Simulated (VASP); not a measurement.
# H3C5 in VASP: further runs

Runs on H3C5. Level: PBE+D3(BJ). Tasks: single point.

All numbers are computed with VASP 6.6.1; they aren't measurements. Logs are shortened: lines on timing, memory, paths and dates and some standing lists are left out, and cuts for length are marked.

**1. The cell of the first run**

The cell holds a slab with vacuum, 32 atoms: a = 5.049 Å, b = 5.049 Å, c = 17.136 Å, α = 90.00°, β = 90.00°, γ = 90.00°.

**2. Single point, PBE+D3(BJ)**

File INCAR:

```
ALGO = Normal
EDIFF = 1E-6
ENCUT = 520
GGA = PE
ISIF = 2
ISMEAR = -1
IVDW = 12
LASPH = T
LCHARG = T
LELF = T
LREAL = Auto
LVHAR = T
LWAVE = F
NBANDS = 68
NELM = 60
PREC = Accurate
SIGMA = 0.05
```

File KPOINTS:

```
k-points
0
Gamma
  2 2 1
```

File POSCAR:

```
H3C5
1.0
    5.0487420000      0.0000000000      0.0000000000
    0.0000000000      5.0487420000      0.0000000000
    0.0000000000      0.0000000000     17.1355610000
H C
12 20
Direct
    0.4277897346      0.0000000000      0.0583581711
    0.0722160095      0.0000000000      0.0583581711
    0.9277954786      0.0000000000      0.0583581711
    0.5722217535      0.0000000000      0.0583581711
    0.4277897346      0.5000057440      0.0583581711
    0.0722160095      0.5000057440      0.0583581711
    0.9277954786      0.5000057440      0.0583581711
    0.5722217535      0.5000057440      0.0583581711
    0.7579908025      0.0186383063      0.3568427086
    0.2846451651      0.5014714557      0.3667927767
    0.7230910195      0.5016695248      0.3581149167
    1.2845972323      1.0075381154      0.3561249031
    0.2500028720      0.0000000000      0.0953981022
    0.7500086160      0.0000000000      0.0953981022
    0.2500028720      0.5000057440      0.0953981022
    0.7500086160      0.5000057440      0.0953981022
    0.2500028720      0.2500028720      0.1474827699
    0.7500086160      0.2500028720      0.1474827699
    0.2500028720      0.7500086160      0.1474827699
    0.7500086160      0.7500086160      0.1474827699
    0.0074077859      0.2570541335      0.1948812764
    0.4978071765      0.2430308382      0.1948054108
   -0.0155880415      0.7555149382      0.2037108677
    0.4797432707      0.7413529945      0.2080877305
   -0.0004951729      0.0330973538      0.2535370742
    0.5040265476      0.0107749614      0.2540331186
    0.0019212707      0.4864182008      0.2535720891
    0.5018279801      0.4755243980      0.2529418208
    0.2552318974      0.0868335122      0.2979418065
    0.7468593166      0.0957862374      0.2972181652
    0.2519439496      0.4109340505      0.3017759384
    0.7496520916      0.4134297217      0.2951581218
```

Potentials or basis: VASP PAW PBE potentials, release 64 (H, C).

Launch:

```bash
cat potpaw_PBE.64/H/POTCAR potpaw_PBE.64/C/POTCAR > POTCAR
mpirun -np 1 vasp_std > vasp.out
```

OUTCAR:

```text
EDIFF = 1E-6
   ENCUT = 520
   GGA = PE
   ISIF = 2
   ISMEAR = -1
   IVDW = 12
   LASPH = T
   LREAL = Auto
   NELM = 60
   PREC = Accurate
 IVDW          = 12

 ion  position               nearest neighbor table
   1  0.428  0.000  0.058-   4 0.73  13 1.10
   2  0.072  0.000  0.058-   3 0.73  13 1.10
   3  0.928  0.000  0.058-   2 0.73  14 1.10
   4  0.572  0.000  0.058-   1 0.73  14 1.10
   5  0.428  0.500  0.058-   8 0.73  15 1.10
   6  0.072  0.500  0.058-   7 0.73  15 1.10
   7  0.928  0.500  0.058-   6 0.73  16 1.10
   8  0.572  0.500  0.058-   5 0.73  16 1.10
   9  0.758  0.019  0.357-  30 1.09
  10  0.285  0.501  0.367-  31 1.22
  11  0.723  0.502  0.358-  32 1.17
  12  0.285  0.008  0.356-  29 1.08
  13  0.250  0.000  0.095-   2 1.10   1 1.10  19 1.55  17 1.55
  14  0.750  0.000  0.095-   4 1.10   3 1.10  20 1.55  18 1.55
  15  0.250  0.500  0.095-   6 1.10   5 1.10  17 1.55  19 1.55
  16  0.750  0.500  0.095-   8 1.10   7 1.10  18 1.55  20 1.55
  17  0.250  0.250  0.147-  21 1.47  22 1.49  15 1.55  13 1.55
  18  0.750  0.250  0.147-  22 1.51  21 1.53  16 1.55  14 1.55
[... 12 lines left out ...]
  31  0.252  0.411  0.302-  10 1.22  28 1.55  27 1.56  29 1.64
  32  0.750  0.413  0.295-  11 1.17  28 1.48  27 1.51  30 1.60

  LATTYP: Found a simple tetragonal cell.
 ALAT       =     5.0487420000
 C/A-ratio  =     3.3940258781

  Lattice vectors:

 A1 = (   5.0487420000,   0.0000000000,   0.0000000000)
 A2 = (   0.0000000000,   5.0487420000,   0.0000000000)
 A3 = (   0.0000000000,   0.0000000000,  17.1355610000)

Analysis of symmetry for initial positions (statically):
=====================================================================
 Subroutine PRICEL returns:
 Original cell was already a primitive cell.

 Routine SETGRP: Setting up the symmetry group for a
 simple tetragonal supercell.

 Subroutine GETGRP returns: Found  1 space group operations
 (whereof  1 operations were pure point group operations)
 out of a pool of 16 trial point group operations.

The static configuration has the point symmetry C_1 .

Analysis of symmetry for dynamics (positions and initial velocities):
=====================================================================
 Subroutine PRICEL returns:
 Original cell was already a primitive cell.

 Routine SETGRP: Setting up the symmetry group for a
 simple tetragonal supercell.

 Subroutine GETGRP returns: Found  1 space group operations
 (whereof  1 operations were pure point group operations)
[... 145 lines left out ...]
   IBRION =     -1    ionic relax: 0-MD 1-quasi-New 2-CG
   NFREE  =      0    steps in history (QN), initial steepest desc. (CG)
   ISIF   =      2    stress and relaxation
   ISYM   =      2    0-nonsym 1-usesym 2-fastsym
   POTIM  = 0.5000    time-step for ionic-motion
   TEBEG  =    0.0;   TEEND  =   0.0 temperature during run
   PSTRESS=    0.0 pullay stress
   NELECT =      92.0000    total number of electrons
   NUPDOWN=      -1.0000    fix difference up-down
   EMIN   =  10.00;   EMAX   =-10.00  energy-range for DOS
   EFERMI =   0.00;   METHOD = LEGACY
   ISMEAR =    -1;   SIGMA  =   0.05  broadening in eV -4-tet -1-fermi 0-gaus
   EFERMI_NEDOS =   21; number of points for ismear=-14 and -15
   IALGO  =     38    algorithm
   IMIX   =      4    mixing-type and parameters
     AMIX     =   0.40;   BMIX     =  1.00
     AMIX_MAG =   1.60;   BMIX_MAG =  1.00
  volume/ion in A,a.u.               =      13.65        92.11
  Fermi-wavevector in a.u.,A,eV,Ry     =   0.974053  1.840693 12.908923  0.948779
  Thomas-Fermi vector in A             =   2.104482
   LORBIT       =      0    0 simple, 1 ext, 2 COOP (PROOUT), +10 PAW based schemes
   GGA     = PE    functional components
   LHFCALC =     F    Hartree Fock is set to
   AEXX    =    0.0000 exact exchange contribution
   IVDW    =    12    specifies the selected vdW correction
   LEPSILON=     F    determine dielectric tensor
   LRPA    =     F    only Hartree local field effects (RPA)
 non-spin polarized calculation
  energy-cutoff  :      520.00
  volume of cell :      436.78
 maximum number of plane-waves:     11780
 NGX is ok and might be reduce to    40
   NGX = 19   NGY = 19   NGZ = 63

 number of electron      92.0000003 magnetization

 Free energy of the ion-electron system (eV)
  ---------------------------------------------------
  ext. energy  EPLUGINS =         0.00000000
  ---------------------------------------------------
  free energy    TOTEN  =      -209.07687886 eV

  energy without entropy =     -209.07687883  energy(sigma->0) =     -209.07687884

 E-fermi :   1.9696     XC(G=0):  -5.1214

 val. band max:        1.0995637148   @ k =   0.0000   0.5000   0.0000
 cond. band min:       2.8321455722   @ k =   0.0000   0.0000   0.0000
 fundamental gap:      1.7325818574
 Fermi energy:         1.9696271505

 k-point     1 :       0.0000    0.0000    0.0000
  band No.  band energies     occupation
      1     -20.2750      2.00000
      2     -18.0730      2.00000
      3     -16.0911      2.00000
      4     -15.7047      2.00000
      5     -15.5991      2.00000
      6     -15.4578      2.00000
[... 233 lines left out ...]
     57       6.5595      0.00000
     58       6.6033      0.00000
 [bands above 58 left out]

------------------------ aborting loop because EDIFF is reached ----------------------------------------

 Edisp (eV)   -3.33328

 E8    (eV) :    -0.9470

  FORCE on cell =-STRESS in cart. coord.  units (eV):
  Direction    XX          YY          ZZ          XY          YZ          ZX
  --------------------------------------------------------------------------------------
  -------------------------------------------------------------------------------------
  Total      71.16231    -7.36675    -6.02216     0.38369    -3.03693    -1.54790
  in kB     261.03330   -27.02225   -22.09012     1.40744   -11.13988    -5.67793
  external pressure =       70.64 kB  Pullay stress =        0.00 kB

 VOLUME and BASIS-vectors are now :
 -----------------------------------------------------------------------------
  energy-cutoff  :      520.00
  volume of cell :      436.78
      direct lattice vectors                 reciprocal lattice vectors
     5.048742000  0.000000000  0.000000000     0.198069143  0.000000000  0.000000000
     0.000000000  5.048742000  0.000000000     0.000000000  0.198069143  0.000000000
     0.000000000  0.000000000 17.135561000     0.000000000  0.000000000  0.058358171

 POSITION                                       TOTAL-FORCE (eV/Angst)
 -----------------------------------------------------------------------------------
      2.15980      0.00000      1.00000        -8.940841      0.025994      0.101140
      0.36460      0.00000      1.00000         8.935670     -0.120809      0.098333
      4.68420      0.00000      1.00000        -8.916501     -0.081995      0.087300
      2.88900      0.00000      1.00000         8.952136     -0.015033      0.101244
      2.15980      2.52440      1.00000        -8.924555      0.051415      0.096091
      0.36460      2.52440      1.00000         8.930139      0.041232      0.114185
[... 24 lines left out ...]
      1.27200      2.07470      5.17110         1.118467      0.575045      1.502373
      3.78480      2.08730      5.05770        -0.532832      0.501773      3.622740
 -----------------------------------------------------------------------------------
    total drift:                                0.000568     -0.003163     -0.024544

  FREE ENERGIE OF THE ION-ELECTRON SYSTEM (eV)
  ---------------------------------------------------
  free  energy   TOTEN  =      -212.4101596697 eV

  energy  without entropy=     -212.4101596397  energy(sigma->0) =     -212.41015965
```

stdout:

```text
POSCAR found type information on POSCAR H C
 POSCAR found :  2 types and      32 ions
 scaLAPACK will be used
 LDA part: xc-table for (Slater+PW92), standard interpolation
 POSCAR, INCAR and KPOINTS ok, starting setup
 FFT: planning ... GRIDC
 FFT: planning ... GRID_SOFT
 FFT: planning ... GRID
 WAVECAR not read
 entering main loop
```

Wall time 4.6 min (1 thread of Intel Xeon Platinum 8488C (Sapphire Rapids), shared host); peak memory 0.49 GiB.

Results:

```yaml
Free_energy: -212.4102 eV
Largest_force: 8.957 eV/Å
Band_gap_on_the_k_mesh: 1.73 eV, indirect (least direct gap 1.82 eV)
Dispersion_energy_per_atom: -0.104 eV
```

Forces on the atoms (eV/Å):
```
H   -8.941  0.026  0.101
H    8.936 -0.121  0.098
H   -8.917 -0.082  0.087
H    8.952 -0.015  0.101
H   -8.925  0.051  0.096
H    8.930  0.041  0.114
H   -8.934  0.010  0.085
H    8.956  0.085  0.081
H   -0.124 -0.078  0.245
H   -0.860 -0.946 -2.285
H    0.729 -0.627 -1.456
H   -0.819 -0.357  0.641
C    0.091 -0.255  1.054
C   -0.012 -0.191  1.153
C    0.183  0.247  1.045
C   -0.085  0.188  1.081
C    0.527 -0.082 -3.405
C    0.330  0.107 -2.920
C   -1.408  0.015  1.119
C   -1.339 -0.157  0.771
C   -1.490 -0.338  0.781
C    0.643  0.490  0.405
C    2.386  0.028  0.254
C    2.927  0.858 -1.976
C    0.143 -2.749 -1.407
C   -1.537  0.376 -1.948
C   -0.092  1.023 -0.636
C   -1.695  0.776 -1.309
C   -0.355  0.735  1.472
C    1.212 -0.133  1.432
C    1.118  0.575  1.502
C   -0.533  0.502  3.623
```

Levels at points of the mesh, in eV from the valence-band top:
```tsv
k point	band 42	band 43	band 44	band 45	band 46	band 47	band 48	band 49	band 50	band 51
(0.00, 0.00, 0.00)	-3.00	-2.45	-2.38	-0.64	-0.09	1.73	1.98	3.25	3.75	3.82
(0.50, 0.00, 0.00)	-3.52	-2.46	-2.33	-2.27	-2.21	2.73	3.02	3.07	3.11	4.25
(0.00, 0.50, 0.00)	-3.45	-2.91	-2.54	-0.40	0.00	2.79	2.81	3.10	3.35	3.62
(0.50, 0.50, 0.00)	-3.67	-3.04	-2.98	-2.66	-2.53	3.65	3.90	3.91	3.94	3.97
```

Caveat: the k points lie up to 0.62 Å⁻¹ apart.

(Continued in part 2 of 2.)
